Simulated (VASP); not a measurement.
# MgS (Fm-3m) in VASP: notebook

MgS is run at these levels: PBEsol; tasks: single point.

Everything below comes from runs of VASP 6.6.1. Logs are shortened: lines on timing, memory, paths and dates and some standing lists are left out, and cuts for length are marked.

## (1) The cell of the first run

The structure is cubic, space group Fm-3m (No. 225). Conventional cell: a = 5.140 Å, b = 5.140 Å, c = 5.140 Å, α = 90.00°, β = 90.00°, γ = 90.00°. Mg (site symmetry m-3m) has 6 S at 2.57 Å within 3.4 Å. S (site symmetry m-3m) has 6 Mg at 2.57 Å within 3.4 Å.

## (2) Single point, PBEsol

INCAR reads:

```
SYSTEM = MgS
PREC     = Accurate       ! precision mode
ENCUT    = 520            ! plane-wave cutoff, eV
EDIFF    = 1E-6           ! SCF threshold, eV
ISMEAR   = 0              ! smearing method
SIGMA    = 0.01           ! smearing width, eV
LREAL    = .FALSE.        ! projectors in reciprocal space
LASPH    = .TRUE.         ! aspherical terms in the spheres
NELM     = 80             ! most SCF steps
ALGO     = Normal         ! electronic algorithm
ISIF     = 2              ! what is computed and relaxed
LWAVE    = .FALSE.        ! write WAVECAR
LCHARG   = .TRUE.         ! write CHGCAR
GGA      = PS             ! functional
LELF     = .TRUE.         ! ELF
LVHAR    = .TRUE.       
NBANDS   = 11             ! bands
```

KPOINTS reads:

```
regular mesh
0
G
  8 8 8
  0 0 0
```

POSCAR reads:

```
MgS
1.0
    2.5699591888      2.5699591888      0.0000000000
   -2.5699591888      2.5699591888      0.0000000000
    0.0000000000      2.5699591888      2.5699591888
Mg S
1 1
Direct
    0.0000000000      0.0000000000      0.0000000000
    0.5000000000      0.5000000000      0.0000000000
```

Potentials or basis: VASP PAW PBE potentials, release 64 (Mg, S).

Command:

```sh
$ cat potpaw_PBE.64/Mg/POTCAR potpaw_PBE.64/S/POTCAR > POTCAR
$ mpirun -np 1 vasp_std > vasp.out
```

OUTCAR:

```text
SYSTEM = MgS
   PREC = Accurate
   ENCUT = 520
   EDIFF = 1E-6
   ISMEAR = 0
   LREAL = .FALSE.
   LASPH = .TRUE.
   NELM = 80
   ISIF = 2
   GGA = PS

 ion  position               nearest neighbor table
   1  0.000  0.000  0.000-   2 2.57   2 2.57   2 2.57   2 2.57   2 2.57   2 2.57
   2  0.500  0.500  0.000-   1 2.57   1 2.57   1 2.57   1 2.57   1 2.57   1 2.57

  LATTYP: Found a face centered cubic cell.
 ALAT       =     5.1399183776

  Lattice vectors:

 A1 = (   0.0000000000,   2.5699591888,   2.5699591888)
 A2 = (   2.5699591888,   0.0000000000,   2.5699591888)
 A3 = (   2.5699591888,   2.5699591888,   0.0000000000)

Analysis of symmetry for initial positions (statically):
=====================================================================
 Subroutine PRICEL returns:
 Original cell was already a primitive cell.

 Routine SETGRP: Setting up the symmetry group for a
 face centered cubic supercell.

 Subroutine GETGRP returns: Found 48 space group operations
 (whereof 48 operations were pure point group operations)
 out of a pool of 48 trial point group operations.

The static configuration has the point symmetry O_h .

Analysis of symmetry for dynamics (positions and initial velocities):
=====================================================================
 Subroutine PRICEL returns:
 Original cell was already a primitive cell.

 Routine SETGRP: Setting up the symmetry group for a
 face centered cubic supercell.

 Subroutine GETGRP returns: Found 48 space group operations
 (whereof 48 operations were pure point group operations)
 out of a pool of 48 trial point group operations.

The dynamic configuration has the point symmetry O_h .

 Subroutine INISYM returns: Found 48 space group operations
 (whereof 48 operations are pure point group operations),
 and found     1 'primitive' translations

----------------------------------------------------------------------------------------

                                     Primitive cell

  volume of cell :      33.9476

  direct lattice vectors                    reciprocal lattice vectors
     2.569959189  2.569959189  0.000000000     0.194555619  0.194555619 -0.194555619
    -2.569959189  2.569959189  0.000000000    -0.194555619  0.194555619 -0.194555619
     0.000000000  2.569959189  2.569959189     0.000000000  0.000000000  0.389111237

  length of vectors
     3.634471140  3.634471140  3.634471140     0.336980216  0.336980216  0.389111237

  position of ions in fractional coordinates (direct lattice)
     0.000000000  0.000000000  0.000000000
     0.500000000  0.500000000  0.000000000

  ion indices of the primitive-cell ions
   primitive index   ion index
                 1           1
                 2           2

----------------------------------------------------------------------------------------

 KPOINTS: regular mesh

Automatic generation of k-mesh.
 Grid dimensions read from file:
 generate k-points for:    8    8    8

 Generating k-lattice:

  Cartesian coordinates                     Fractional coordinates (reciprocal lattice)
     0.024319452  0.024319452 -0.024319452     0.125000000  0.000000000  0.000000000
    -0.024319452  0.024319452 -0.024319452     0.000000000  0.125000000  0.000000000
     0.000000000  0.000000000  0.048638905     0.000000000  0.000000000  0.125000000

  Length of vectors
     0.042122527  0.042122527  0.048638905

  Shift w.r.t. Gamma in fractional coordinates (k-lattice)
     0.000000000  0.000000000  0.000000000

 Subroutine IBZKPT returns following result:
 ===========================================

 Found     29 irreducible k-points:

 Following reciprocal coordinates:
            Coordinates               Weight
  0.000000  0.000000  0.000000      1.000000
  0.125000  0.000000  0.000000      8.000000
  0.250000  0.000000  0.000000      8.000000
  0.375000  0.000000  0.000000      8.000000
  0.500000  0.000000  0.000000      4.000000
  0.125000  0.125000  0.000000     12.000000
[... 16 lines left out ...]
  0.375000  0.250000  0.125000     48.000000
  0.500000  0.250000  0.125000     24.000000
 [... further k-points ...]
   k-points           NKPTS =     29   k-points in BZ     NKDIM =     29   number of bands    NBANDS=     11
   number of dos      NEDOS =    301   number of ions     NIONS =      2
   total plane-waves  NPLWV =  21952
   dimension x,y,z NGX =    28 NGY =   28 NGZ =   28
   dimension x,y,z NGXF=    56 NGYF=   56 NGZF=   56
   ions per type =               1   1
   NGX,Y,Z   is equivalent  to a cutoff of  12.81, 12.81, 12.81 a.u.
   NGXF,Y,Z  is equivalent  to a cutoff of  25.62, 25.62, 25.62 a.u.
 SYSTEM =  MgS
   PREC   = accura    normal or accurate (medium, high low for compatibility)
   ISTART =      0    job   : 0-new  1-cont  2-samecut
   ICHARG =      2    charge: 1-file 2-atom 10-const
   ISPIN  =      1    spin polarized calculation?
   LNONCOLLINEAR =      F non collinear calculations
   LSORBIT =      F    spin-orbit coupling
   LASPH  =      T    aspherical Exc in radial PAW
   ENCUT  =  520.0 eV  38.22 Ry    6.18 a.u.   6.76  6.76  6.76*2*pi/ulx,y,z
   NELM   =     80;   NELMIN=  2; NELMDL= -5     # of ELM steps
   EDIFF  = 0.1E-05   stopping-criterion for ELM
   LREAL  =      F    real-space projection
   EDIFFG = 0.1E-04   stopping-criterion for IOM
   NSW    =      0    number of steps for IOM
   IBRION =     -1    ionic relax: 0-MD 1-quasi-New 2-CG
   NFREE  =      0    steps in history (QN), initial steepest desc. (CG)
   ISIF   =      2    stress and relaxation
   ISYM   =      2    0-nonsym 1-usesym 2-fastsym
   POTIM  = 0.5000    time-step for ionic-motion
   TEBEG  =    0.0;   TEEND  =   0.0 temperature during run
   PSTRESS=    0.0 pullay stress
   NELECT =       8.0000    total number of electrons
   NUPDOWN=      -1.0000    fix difference up-down
   EMIN   =  10.00;   EMAX   =-10.00  energy-range for DOS
   EFERMI =   0.00;   METHOD = LEGACY
   ISMEAR =     0;   SIGMA  =   0.01  broadening in eV -4-tet -1-fermi 0-gaus
   EFERMI_NEDOS =   21; number of points for ismear=-14 and -15
   IALGO  =     38    algorithm
   IMIX   =      4    mixing-type and parameters
     AMIX     =   0.40;   BMIX     =  1.00
     AMIX_MAG =   1.60;   BMIX_MAG =  1.00
  volume/ion in A,a.u.               =      16.97       114.54
  Fermi-wavevector in a.u.,A,eV,Ry     =   1.011196  1.910883 13.912188  1.022517
  Thomas-Fermi vector in A             =   2.144231
   LORBIT       =      0    0 simple, 1 ext, 2 COOP (PROOUT), +10 PAW based schemes
   GGA     = PS    functional components
   LHFCALC =     F    Hartree Fock is set to
   AEXX    =    0.0000 exact exchange contribution
   IVDW    =     0    specifies the selected vdW correction
   LEPSILON=     F    determine dielectric tensor
   LRPA    =     F    only Hartree local field effects (RPA)
 non-spin polarized calculation
 Gauss-broadening in eV      SIGMA  =   0.01
  energy-cutoff  :      520.00
  volume of cell :       33.95
 maximum number of plane-waves:       941
   NGX = 13   NGY = 13   NGZ = 13

 number of electron       7.9999998 magnetization

 Free energy of the ion-electron system (eV)
  ---------------------------------------------------
  ext. energy  EPLUGINS =         0.00000000
  ---------------------------------------------------
  free energy    TOTEN  =        -9.07068408 eV

  energy without entropy =       -9.07068408  energy(sigma->0) =       -9.07068408

 E-fermi :   4.0876     XC(G=0):  -9.9896

 val. band max:        4.0105671004   @ k =   0.0000   0.0000   0.0000
 cond. band min:       6.7901834271   @ k =   0.5000   0.5000   0.0000
 fundamental gap:      2.7796163267
 Fermi energy:         4.0875619856

 k-point     1 :       0.0000    0.0000    0.0000
  band No.  band energies     occupation
      1      -8.8892      2.00000
      2       4.0106      2.00000
      3       4.0106      2.00000
      4       4.0106      2.00000
      5       7.8975      0.00000
      6      11.8390      0.00000
      7      11.8390      0.00000
      8      11.8390      0.00000
      9      14.3611      0.00000
     10      14.3611      0.00000
     11      16.3921      0.00000

 k-point     2 :       0.1250    0.0000    0.0000
  band No.  band energies     occupation
      1      -8.7274      2.00000
      2       2.9166      2.00000
      3       3.8994      2.00000
      4       3.8994      2.00000
      5       8.6886      0.00000
      6      11.5443      0.00000
      7      12.1091      0.00000
      8      12.1091      0.00000
      9      13.7339      0.00000
     10      13.7339      0.00000
     11      16.8408      0.00000

 k-point     3 :       0.2500    0.0000    0.0000
  band No.  band energies     occupation
      1      -8.2869      2.00000
      2       1.0681      2.00000
      3       3.6584      2.00000
      4       3.6584      2.00000
      5       8.9714      0.00000
      6      11.7874      0.00000
      7      11.7874      0.00000
      8      12.4358      0.00000
      9      14.2932      0.00000
     10      14.2932      0.00000
     11      16.0217      0.00000

 k-point     4 :       0.3750    0.0000    0.0000
  band No.  band energies     occupation
      1      -7.7416      2.00000
      2      -0.4631      2.00000
      3       3.4478      2.00000
      4       3.4478      2.00000
      5       8.6184      0.00000
      6      11.1264      0.00000
      7      11.1264      0.00000
      8      14.1155      0.00000
      9      15.6111      0.00000
     10      16.3086      0.00000
     11      16.3086      0.00000
[... 239 lines left out ...]
 k-point    22 :       0.2500    0.2500    0.1250
  band No.  band energies     occupation
      1      -7.9398      2.00000
      2       0.7935      2.00000
      3       2.4421      2.00000
      4       3.2780      2.00000
      5       9.8999      0.00000
      6      10.3496      0.00000
      7      11.1239      0.00000
      8      13.3114      0.00000
      9      14.1421      0.00000
     10      17.0923      0.00000
     11      19.0753      0.00000

 k-point    23 :       0.3750    0.2500    0.1250
  band No.  band energies     occupation
      1      -7.4762      2.00000
      2      -0.1117      2.00000
      3       1.8706      2.00000
      4       2.9428      2.00000
      5       9.6513      0.00000
      6      10.3656      0.00000
      7      11.8088      0.00000
      8      13.1042      0.00000
      9      15.7812      0.00000
     10      18.4304      0.00000
     11      19.0683      0.00000

 k-point    24 :       0.5000    0.2500    0.1250
  band No.  band energies     occupation
      1      -7.2513      2.00000
      2      -0.5402      2.00000
      3       1.7199      2.00000
      4       2.7724      2.00000
      5       9.5986      0.00000
      6      10.0761      0.00000
      7      12.4735      0.00000
      8      13.5209      0.00000
      9      16.3342      0.00000
     10      17.5450      0.00000
     11      19.6542      0.00000

 [... further k-points ...]

------------------------ aborting loop because EDIFF is reached ----------------------------------------

  FORCE on cell =-STRESS in cart. coord.  units (eV):
  Direction    XX          YY          ZZ          XY          YZ          ZX
  --------------------------------------------------------------------------------------
  -------------------------------------------------------------------------------------
  Total        0.3843937      0.3843937      0.3843937     -0.0000000      0.0000000     -0.0000000
  in kB       18.1417098     18.1417098     18.1417098     -0.0000000      0.0000000     -0.0000000
  external PRESSURE =      18.1417098 kB  Pullay stress =       0.0000000 kB

 VOLUME and BASIS-vectors are now :
 -----------------------------------------------------------------------------
  energy-cutoff  :      520.00
  volume of cell :       33.95
      direct lattice vectors                 reciprocal lattice vectors
     2.569959189  2.569959189  0.000000000     0.194555619  0.194555619 -0.194555619
    -2.569959189  2.569959189  0.000000000    -0.194555619  0.194555619 -0.194555619
     0.000000000  2.569959189  2.569959189     0.000000000  0.000000000  0.389111237

 POSITION                                       TOTAL-FORCE (eV/Angst)
 -----------------------------------------------------------------------------------
      0.00000      0.00000      0.00000         0.000000      0.000000      0.000000
      0.00000      2.56996      0.00000        -0.000000     -0.000000      0.000000
 -----------------------------------------------------------------------------------
    total drift:                               -0.000000      0.000000     -0.000000

  FREE ENERGIE OF THE ION-ELECTRON SYSTEM (eV)
  ---------------------------------------------------
  free  energy   TOTEN  =        -9.0706840802 eV

  energy  without entropy=       -9.0706840802  energy(sigma->0) =       -9.07068408
```

Run time: 17 s. Hardware: 1 thread of AMD EPYC 7R43 (Zen 3), shared host; peak memory 0.12 GiB.

Results:

| Property | Result |
| --- | --- |
| Free energy | -9.0707 eV |
| Pressure | 1.8 GPa |
| Band gap on the k mesh | 2.78 eV, indirect (least direct gap 3.89 eV) |

Caveat: the PAW data sets were made with another functional, which shifts forces and pressure a little.

## (3) Single point, PBEsol

This run uses another cell than the first one, of 16.60 Å³/atom, 0.978 times its volume.

INCAR reads:

```
SYSTEM = MgS
ALGO = Normal ; EDIFF = 1E-6
ENCUT = 520 ; GGA = PS
ISIF = 2 ; ISMEAR = 0
LASPH = .TRUE. ; LCHARG = .FALSE.
LREAL = .FALSE. ; LWAVE = .FALSE.
NBANDS = 11 ; NELM = 80
PREC = Accurate ; SIGMA = 0.01
```

KPOINTS reads:

```
k-points
0
G
  8 8 8
  0 0 0
```

POSCAR reads:

```
MgS
1.0
    2.5508461624      2.5508461624      0.0000000000
   -2.5508461624      2.5508461624      0.0000000000
    0.0000000000      2.5508461624      2.5508461624
Mg S
1 1
Direct
    0.0000000000      0.0000000000      0.0000000000
    0.5000000000      0.5000000000      0.0000000000
```

Potentials or basis: VASP PAW PBE potentials, release 64 (Mg, S).

Command:

```sh
$ cat potpaw_PBE.64/Mg/POTCAR potpaw_PBE.64/S/POTCAR > POTCAR
$ mpirun -np 1 vasp_std > vasp.out
```

It took 15 s on 1 thread of AMD EPYC 7R43 (Zen 3), shared host; peak memory 0.12 GiB.

Results (log left out):

```yaml
Free_energy: -9.0573 eV
Pressure: 3.8 GPa
Band_gap_on_the_k_mesh: 2.82 eV, indirect (least direct gap 4.07 eV)
```

Levels at points of the mesh, in eV from the valence-band top:
```tsv
k point	band 1	band 2	band 3	band 4	band 5	band 6	band 7	band 8
(0.00, 0.00, 0.00)	-13.04	0.00	0.00	0.00	4.07	7.81	7.81	7.81
(0.50, 0.00, 0.00)	-11.55	-5.22	-0.67	-0.67	4.48	6.89	6.89	10.70
(0.50, 0.50, 0.00)	-11.13	-4.58	-1.85	-1.85	2.82	4.05	12.46	12.99
```

Caveat: the PAW data sets were made with another functional, which shifts forces and pressure a little. As with any semilocal functional, this PBEsol gap is likely too small.
